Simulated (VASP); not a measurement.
# BaS: single point with PBE

Crystal: BaS.

```
CELL_PARAMETERS angstrom
0.00000 3.19375 3.19375
3.19375 0.00000 3.19375
3.19375 3.19375 0.00000
ATOMIC_POSITIONS crystal
Ba 0.00000 0.00000 0.00000
S 0.50000 0.50000 0.50000
```

```
Program             : VASP 6.6.1
Task                : single point
Functional          : PBE
Potentials or basis : VASP PAW PBE potentials, release 64 (Ba_sv, S)
Cutoff              : 520 eV
k mesh              : 10 × 10 × 10
Occupations         : methfessel-paxton, width 0.1 eV
Spin                : non-collinear spin, zero start, spin-orbit coupling
Starting moments    : [[0.0, 0.0, 0.0], [0.0, 0.0, 0.0]] μB
```

The pressure is 1.4 GPa, the net moment is 0.00 μB per cell and the valence electrons inside the program's atomic spheres are Ba 7.91; S 3.75.

Moments on the atoms (μB; x, y, z):
```
Ba  0.00 0.00 0.00
S   0.00 0.00 0.00
```

Wall time 97 s on 1 thread of Intel(R) Xeon(R) 6975P-C (Granite Rapids), on a shared host, peak memory 0.44 GiB.
